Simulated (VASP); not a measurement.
# Mg5CdSe6 (P3m1) in VASP: settings compared

Mg5CdSe6 is run at these levels: r2SCAN, PBE; tasks: single point, relaxation of cell and atoms.

Program: VASP 6.6.1. These are calculated values, not measurements. Logs are shortened: lines on timing, memory, paths and dates and some standing lists are left out, and cuts for length are marked.

### Step 1. The cell of the first run

It takes space group P3m1 (No. 156, trigonal). Conventional cell: a = 4.265 Å, b = 4.265 Å, c = 20.866 Å, α = 90.00°, β = 90.00°, γ = 120.00°. Within 3.4 Å of Mg (site symmetry 3m) lie 4 Se at 2.60 Å. Within 3.4 Å of Mg (site symmetry 3m) lie 4 Se at 2.60 Å. Within 3.4 Å of Mg (site symmetry 3m) lie 4 Se at 2.60 Å. Mg (site symmetry 3m) has 4 Se at 2.59 to 2.60 Å within 3.4 Å. Mg (site symmetry 3m) has 4 Se at 2.60 Å within 3.4 Å. Within 3.5 Å of Cd (site symmetry 3m) lie 4 Se at 2.65 to 2.67 Å. Within 3.4 Å of Se (site symmetry 3m) lie 4 Mg at 2.60 Å. Within 3.4 Å of Se (site symmetry 3m) lie 4 Mg at 2.60 Å.

### Step 2. Single point, r2SCAN

File POSCAR:

```
Mg5CdSe6
1.0
    4.2654673267      0.0000000000      0.0000000000
   -2.1327336633      3.6940030639      0.0000000000
    0.0000000000      0.0000000000     20.8663537420
Mg Cd Se
5 1 6
Direct
    0.0000000000      0.0000000000      0.0012964145
    0.6666666667      0.3333333333      0.1663948533
    0.3333333333      0.6666666667      0.3315055306
    0.0000000000      0.0000000000      0.4963641216
    0.3333333333      0.6666666667      0.8360705148
    0.6666666667      0.3333333333      0.6681576991
    0.0000000000      0.0000000000      0.1257439417
    0.6666666667      0.3333333333      0.2908387638
    0.3333333333      0.6666666667      0.4559664630
    0.0000000000      0.0000000000      0.6207164815
    0.6666666667      0.3333333333      0.7963212836
    0.3333333333      0.6666666667      0.9606239326
```

File INCAR.step1:

```
SYSTEM = Mg5CdSe6
PREC = Accurate
ENCUT = 520
ISMEAR = 0
SIGMA = 0.02
LREAL = .FALSE.
LASPH = .TRUE.
NELM = 80
NBANDS = 41
GGA = PE
ALGO = Normal
EDIFF = 1E-4
LWAVE = .TRUE.
LCHARG = .FALSE.
```

File INCAR.step2:

```
SYSTEM = Mg5CdSe6
PREC = Accurate
ENCUT = 520
EDIFF = 1E-6
ISMEAR = 0
SIGMA = 0.02
LREAL = .FALSE.
LASPH = .TRUE.
NELM = 80
ALGO = Normal
ISIF = 2
LWAVE = .FALSE.
LCHARG = .FALSE.
METAGGA = R2SCAN
LMIXTAU = .TRUE.
NBANDS = 41
ISTART = 1
```

File KPOINTS:

```
Automatic mesh
0
G
  6 6 2
  0 0 0
```

Potentials or basis: VASP PAW PBE potentials, release 64 (Mg, Cd, Se).

The run is started by

```sh
$ cat potpaw_PBE.64/Mg/POTCAR potpaw_PBE.64/Cd/POTCAR potpaw_PBE.64/Se/POTCAR > POTCAR
$ cp INCAR.step1 INCAR
$ mpirun -np 1 vasp_std > vasp.out
$ cp INCAR.step2 INCAR
$ mpirun -np 1 vasp_std > vasp.out
```

OUTCAR:

```text
SYSTEM = Mg5CdSe6
   PREC = Accurate
   ENCUT = 520
   EDIFF = 1E-6
   ISMEAR = 0
   LREAL = .FALSE.
   LASPH = .TRUE.
   NELM = 80
   ISIF = 2
   METAGGA = R2SCAN
   ISTART = 1

 ion  position               nearest neighbor table
   1  0.000  0.000  0.001-   7 2.60  12 2.60  12 2.60  12 2.60
   2  0.667  0.333  0.166-   8 2.60   7 2.60   7 2.60   7 2.60
   3  0.333  0.667  0.332-   9 2.60   8 2.60   8 2.60   8 2.60
   4  0.000  0.000  0.496-  10 2.59   9 2.60   9 2.60   9 2.60
   5  0.333  0.667  0.836-  11 2.60  11 2.60  11 2.60  12 2.60
   6  0.667  0.333  0.668-  10 2.65  10 2.65  10 2.65  11 2.67
   7  0.000  0.000  0.126-   1 2.60   2 2.60   2 2.60   2 2.60
   8  0.667  0.333  0.291-   2 2.60   3 2.60   3 2.60   3 2.60
   9  0.333  0.667  0.456-   3 2.60   4 2.60   4 2.60   4 2.60
  10  0.000  0.000  0.621-   4 2.59   6 2.65   6 2.65   6 2.65
  11  0.667  0.333  0.796-   5 2.60   5 2.60   5 2.60   6 2.67
  12  0.333  0.667  0.961-   5 2.60   1 2.60   1 2.60   1 2.60

  LATTYP: Found a hexagonal cell.
 ALAT       =     4.2654673267
 C/A-ratio  =     4.8919267559

  Lattice vectors:

 A1 = (   4.2654673267,   0.0000000000,   0.0000000000)
 A2 = (  -2.1327336633,   3.6940030639,   0.0000000000)
 A3 = (   0.0000000000,   0.0000000000,  20.8663537420)

Analysis of symmetry for initial positions (statically):
=====================================================================
 Subroutine PRICEL returns:
 Original cell was already a primitive cell.

 Routine SETGRP: Setting up the symmetry group for a
 hexagonal supercell.

 Subroutine GETGRP returns: Found  6 space group operations
 (whereof  6 operations were pure point group operations)
 out of a pool of 24 trial point group operations.

The static configuration has the point symmetry C_3v.

Analysis of symmetry for dynamics (positions and initial velocities):
=====================================================================
 Subroutine PRICEL returns:
 Original cell was already a primitive cell.

 Routine SETGRP: Setting up the symmetry group for a
 hexagonal supercell.

 Subroutine GETGRP returns: Found  6 space group operations
 (whereof  6 operations were pure point group operations)
 out of a pool of 24 trial point group operations.

The dynamic configuration has the point symmetry C_3v.

 Subroutine INISYM returns: Found  6 space group operations
 (whereof  6 operations are pure point group operations),
 and found     1 'primitive' translations

----------------------------------------------------------------------------------------

                                     Primitive cell

  volume of cell :     328.7838

  direct lattice vectors                    reciprocal lattice vectors
     4.265467327  0.000000000  0.000000000     0.234440900  0.135354517  0.000000000
    -2.132733663  3.694003064  0.000000000     0.000000000  0.270709034  0.000000000
     0.000000000  0.000000000 20.866353742     0.000000000  0.000000000  0.047924041

  length of vectors
     4.265467327  4.265467327 20.866353742     0.270709034  0.270709034  0.047924041

  position of ions in fractional coordinates (direct lattice)
     0.000000000  0.000000000  0.001296414
     0.666666667  0.333333333  0.166394853
     0.333333333  0.666666667  0.331505531
     0.000000000  0.000000000  0.496364122
     0.333333333  0.666666667  0.836070515
     0.666666667  0.333333333  0.668157699
     0.000000000  0.000000000  0.125743942
     0.666666667  0.333333333  0.290838764
     0.333333333  0.666666667  0.455966463
     0.000000000  0.000000000  0.620716481
     0.666666667  0.333333333  0.796321284
     0.333333333  0.666666667  0.960623933

  ion indices of the primitive-cell ions
   primitive index   ion index
                 1           1
                 2           2
                 3           3
                 4           4
                 5           5
                 6           6
                 7           7
                 8           8
                 9           9
                10          10
                11          11
                12          12

----------------------------------------------------------------------------------------

 KPOINTS: Automatic mesh

Automatic generation of k-mesh.
 Grid dimensions read from file:
 generate k-points for:    6    6    2

 Generating k-lattice:

  Cartesian coordinates                     Fractional coordinates (reciprocal lattice)
     0.039073483  0.022559086  0.000000000     0.166666667  0.000000000  0.000000000
     0.000000000  0.045118172  0.000000000     0.000000000  0.166666667  0.000000000
     0.000000000  0.000000000  0.023962021     0.000000000  0.000000000  0.500000000

  Length of vectors
     0.045118172  0.045118172  0.023962021

  Shift w.r.t. Gamma in fractional coordinates (k-lattice)
     0.000000000  0.000000000  0.000000000

 Subroutine IBZKPT returns following result:
 ===========================================

[... 67 lines left out ...]
 non-spin polarized calculation
 Gauss-broadening in eV      SIGMA  =   0.02
  energy-cutoff  :      520.00
  volume of cell :      328.78
 maximum number of plane-waves:      8904
 NGX is ok and might be reduce to    32
   NGX = 15   NGY = 15   NGZ = 77

 number of electron      58.0000002 magnetization

 Free energy of the ion-electron system (eV)
  ---------------------------------------------------
  ext. energy  EPLUGINS =         0.00000000
  ---------------------------------------------------
  free energy    TOTEN  =      -142.84005751 eV

  energy without entropy =     -142.84005751  energy(sigma->0) =     -142.84005751

 E-fermi :   0.7874     XC(G=0):  -8.5740

 val. band max:        0.6549402962   @ k =   0.0000   0.0000   0.0000
 cond. band min:       2.8752599146   @ k =   0.0000   0.0000   0.0000
 fundamental gap:      2.2203196184
 Fermi energy:         0.7874435358

 k-point     1 :       0.0000    0.0000    0.0000
  band No.  band energies     occupation
      1     -11.8600      2.00000
      2     -11.7433      2.00000
      3     -11.7136      2.00000
      4     -11.5164      2.00000
      5     -11.4197      2.00000
      6     -11.2918      2.00000
[... 33 lines left out ...]
     40       7.6844      0.00000
     41       7.6844      0.00000

 k-point     2 :       0.1667    0.0000    0.0000
  band No.  band energies     occupation
      1     -11.7642      2.00000
      2     -11.6538      2.00000
      3     -11.6171      2.00000
      4     -11.4468      2.00000
      5     -11.3504      2.00000
      6     -11.2362      2.00000
[... 33 lines left out ...]
     40       7.2493      0.00000
     41       7.3807      0.00000

 k-point     3 :       0.3333    0.0000    0.0000
  band No.  band energies     occupation
      1     -11.5669      2.00000
      2     -11.4536      2.00000
      3     -11.3954      2.00000
      4     -11.2977      2.00000
      5     -11.2111      2.00000
      6     -11.1364      2.00000
[... 33 lines left out ...]
     40       7.2945      0.00000
     41       7.6474      0.00000

 k-point     4 :       0.5000    0.0000    0.0000
  band No.  band energies     occupation
      1     -11.4698      2.00000
      2     -11.3344      2.00000
      3     -11.2555      2.00000
      4     -11.2046      2.00000
      5     -11.1534      2.00000
      6     -11.1085      2.00000
[... 385 lines left out ...]
     40       6.9961      0.00000
     41       7.0413      0.00000

 k-point    13 :       0.3333    0.1667    0.5000
  band No.  band energies     occupation
      1     -11.4716      2.00000
      2     -11.3377      2.00000
      3     -11.2603      2.00000
      4     -11.2064      2.00000
      5     -11.1507      2.00000
      6     -11.1051      2.00000
[... 33 lines left out ...]
     40       6.9047      0.00000
     41       7.0538      0.00000

 k-point    14 :       0.3333    0.3333    0.5000
  band No.  band energies     occupation
      1     -11.4266      2.00000
      2     -11.2785      2.00000
      3     -11.1538      2.00000
      4     -11.1453      2.00000
      5     -11.1356      2.00000
      6     -11.1231      2.00000
[... 33 lines left out ...]
     40       7.3319      0.00000
     41       7.4212      0.00000

------------------------ aborting loop because EDIFF is reached ----------------------------------------

  FORCE on cell =-STRESS in cart. coord.  units (eV):
  Direction    XX          YY          ZZ          XY          YZ          ZX
  --------------------------------------------------------------------------------------
  -------------------------------------------------------------------------------------
  Total       -2.7306299     -2.7306299     -2.6734701     -0.0000000     -0.0000000     -0.0000000
  in kB      -13.3064737    -13.3064737    -13.0279319     -0.0000000     -0.0000000     -0.0000000
  external PRESSURE =     -13.2136264 kB  Pullay stress =       0.0000000 kB

 VOLUME and BASIS-vectors are now :
 -----------------------------------------------------------------------------
  energy-cutoff  :      520.00
  volume of cell :      328.78
      direct lattice vectors                 reciprocal lattice vectors
     4.265467327  0.000000000  0.000000000     0.234440900  0.135354517  0.000000000
    -2.132733663  3.694003064  0.000000000     0.000000000  0.270709034  0.000000000
     0.000000000  0.000000000 20.866353742     0.000000000  0.000000000  0.047924041

 POSITION                                       TOTAL-FORCE (eV/Angst)
 -----------------------------------------------------------------------------------
      0.00000      0.00000      0.02705         0.000000     -0.000000      0.004159
      2.13273      1.23133      3.47205         0.000000      0.000000      0.008204
     -0.00000      2.46267      6.91731        -0.000000      0.000000      0.008426
      0.00000      0.00000     10.35731         0.000000     -0.000000      0.008250
     -0.00000      2.46267     17.44574        -0.000000      0.000000     -0.001156
      2.13273      1.23133     13.94201        -0.000000      0.000000     -0.009655
      0.00000      0.00000      2.62382        -0.000000      0.000000     -0.005567
      2.13273      1.23133      6.06874         0.000000      0.000000     -0.003569
     -0.00000      2.46267      9.51436         0.000000      0.000000     -0.001746
      0.00000      0.00000     12.95209        -0.000000      0.000000     -0.018158
      2.13273      1.23133     16.61632        -0.000000      0.000000      0.017523
     -0.00000      2.46267     20.04472        -0.000000     -0.000000     -0.006711
 -----------------------------------------------------------------------------------
    total drift:                               -0.000001     -0.000000      0.001152

  FREE ENERGIE OF THE ION-ELECTRON SYSTEM (eV)
  ---------------------------------------------------
  free  energy   TOTEN  =      -142.8400575066 eV

  energy  without entropy=     -142.8400575066  energy(sigma->0) =     -142.84005751
```

Wall time 19 min (1 thread of AMD EPYC 7R43 (Zen 3), shared host); peak memory 0.48 GiB.

What came out:

```yaml
Free_energy: -142.8401 eV
Pressure: -1.3 GPa
Largest_force: 0.018 eV/Å
Band_gap_on_the_k_mesh: 2.22 eV, direct
```

Forces on the atoms (eV/Å):
```
Mg   0.000  0.000  0.004
Mg   0.000  0.000  0.008
Mg   0.000  0.000  0.008
Mg   0.000  0.000  0.008
Mg   0.000  0.000 -0.001
Cd   0.000  0.000 -0.010
Se   0.000  0.000 -0.006
Se   0.000  0.000 -0.004
Se   0.000  0.000 -0.002
Se   0.000  0.000 -0.018
Se   0.000  0.000  0.018
Se   0.000  0.000 -0.007
```

Levels at points of the mesh, in eV from the valence-band top:
```csv
k point,band 26,band 27,band 28,band 29,band 30,band 31,band 32,band 33
"(0.00, 0.00, 0.00)",-0.62,-0.41,0.00,0.00,2.22,3.25,3.59,4.01
"(0.50, 0.00, 0.00)",-1.14,-1.04,-0.84,-0.74,3.39,3.76,4.01,4.13
"(0.00, 0.00, 0.50)",-0.61,-0.61,0.00,0.00,2.39,2.95,3.73,4.07
"(0.50, 0.00, 0.50)",-1.09,-1.00,-0.98,-0.75,3.54,3.65,3.84,4.50
```

Caveat: the PAW data sets were made with another functional, which shifts forces and pressure a little. A k mesh can miss the band edges.

### Step 3. Relaxation of cell and atoms, PBE

This run uses another cell than the first one, of 27.26 Å³/atom, 0.995 times its volume.

File INCAR:

```
ALGO     = Normal         # electronic algorithm
EDIFF    = 1E-6           # SCF threshold, eV
EDIFFG   = -0.01          # ionic threshold
ENCUT    = 600            # plane-wave cutoff, eV
GGA      = PE             # functional
IBRION   = 2              # ionic algorithm
ISIF     = 3              # what is computed and relaxed
ISMEAR   = 0              # smearing method
LASPH    = True           # aspherical terms in the spheres
LCHARG   = False          # write CHGCAR
LREAL    = False          # projectors in reciprocal space
LWAVE    = False          # write WAVECAR
NELM     = 80             # most SCF steps
NSW      = 100            # ionic steps
PREC     = Accurate       # precision mode
SIGMA    = 0.02           # smearing width, eV
```

File KPOINTS:

```
k-points
0
Gamma
  6 6 2
```

File POSCAR:

```
Mg5CdSe6
1.0
    4.2588536425      0.0000000000      0.0000000000
   -2.1294268212      3.6882754454      0.0000000000
    0.0000000000      0.0000000000     20.8274291433
Mg Cd Se
5 1 6
Direct
    0.0000000000      0.0000000000      0.0012212729
    0.6666666667      0.3333333333      0.1663602455
    0.3333333333      0.6666666667      0.3315528402
    0.0000000000      0.0000000000      0.4965147892
    0.3333333333      0.6666666667      0.8359516428
    0.6666666667      0.3333333333      0.6682008084
    0.0000000000      0.0000000000      0.1257324713
    0.6666666667      0.3333333333      0.2908674463
    0.3333333333      0.6666666667      0.4560470163
    0.0000000000      0.0000000000      0.6206715880
    0.6666666667      0.3333333333      0.7963797375
    0.3333333333      0.6666666667      0.9605001416
```

Potentials or basis: VASP PAW PBE potentials, release 64 (Mg, Cd, Se).

The run is started by

```sh
$ cat potpaw_PBE.64/Mg/POTCAR potpaw_PBE.64/Cd/POTCAR potpaw_PBE.64/Se/POTCAR > POTCAR
$ mpirun -np 1 vasp_std > vasp.out
```

Run time: 10 min. Hardware: 1 thread of Intel Xeon 6975P-C (Granite Rapids), shared host; peak memory 0.66 GiB.

Results (log left out):

* Free energy: -43.0635 eV
* Relaxed volume: 27.39 Å³/atom
* Relaxed cell: a = 4.265 Å, b = 4.265 Å, c = 20.868 Å, α = 90.00°, β = 90.00°, γ = 120.00°
* Space group after relaxing (to 0.05 Å): P3m1 (No. 156)
* Energy gained by relaxing: 0.1 meV/atom
* Ionic steps: 10
* Pressure after relaxing: 0.0 GPa
* Largest force after relaxing: 0.008 eV/Å
* Band gap on the k mesh: 1.67 eV, direct

Forces on the atoms (eV/Å):
```
Mg   0.000  0.000  0.002
Mg   0.000  0.000 -0.004
Mg   0.000  0.000 -0.006
Mg   0.000  0.000  0.001
Mg   0.000  0.000  0.003
Cd   0.000  0.000  0.003
Se   0.000  0.000  0.006
Se   0.000  0.000  0.002
Se   0.000  0.000 -0.008
Se   0.000  0.000 -0.002
Se   0.000  0.000 -0.004
Se   0.000  0.000  0.008
```

Step by step:
| step | energy change (eV) | largest force (eV/Å) | pressure (GPa) | volume (Å³) |
| --- | --- | --- | --- | --- |
| 1 | 0.0000 | 0.0248 | 0.22 | 327.15 |
| 2 | -0.0011 | 0.0170 | -0.03 | 328.94 |
| 3 | -0.0011 | 0.0175 | -0.02 | 328.75 |
| 4 | -0.0011 | 0.0179 | 0.00 | 328.68 |
| 5 | -0.0011 | 0.0179 | 0.00 | 328.71 |
| 6 | -0.0012 | 0.0144 | 0.00 | 328.70 |
| 7 | -0.0012 | 0.0104 | 0.01 | 328.67 |
| 8 | -0.0012 | 0.0235 | 0.01 | 328.61 |
| 9 | -0.0012 | 0.0116 | 0.01 | 328.65 |
| 10 | -0.0013 | 0.0076 | 0.00 | 328.71 |

Final structure:
```xyz
12
Lattice="4.2649 0.0000 0.0000 -2.1324 3.6935 0.0000 0.0000 0.0000 20.8677" Properties=species:S:1:pos:R:3 pbc="T T T"
Mg    0.0000    0.0000    0.0262
Mg    2.1324    1.2312    3.4726
Mg    0.0000    2.4623    6.9190
Mg   -2.1324    3.6935   10.3550
Mg    0.0000    2.4623   17.4489
Cd    2.1324    1.2312   13.9444
Se   -2.1324    3.6935    2.6226
Se    2.1324    1.2312    6.0692
Se    0.0000    2.4623    9.5152
Se    0.0000    0.0000   12.9473
Se    2.1324    1.2312   16.6231
Se    0.0000    2.4623   20.0457
```

Levels at points of the mesh, in eV from the valence-band top:
| k point | band 27 | band 28 | band 29 | band 30 | band 31 | band 32 |
| --- | --- | --- | --- | --- | --- | --- |
| (0.00, 0.00, 0.00) | -0.39 | 0.00 | 0.00 | 1.67 | 2.69 | 3.00 |
| (0.50, 0.00, 0.00) | -1.00 | -0.81 | -0.72 | 2.98 | 3.23 | 3.57 |
| (0.00, 0.00, 0.50) | -0.58 | 0.00 | 0.00 | 1.89 | 2.35 | 3.17 |
| (0.50, 0.00, 0.50) | -0.98 | -0.94 | -0.73 | 3.13 | 3.23 | 3.35 |

A k mesh can miss the band edges. A hybrid or GW would open this gap; PBE tends to underestimate it.
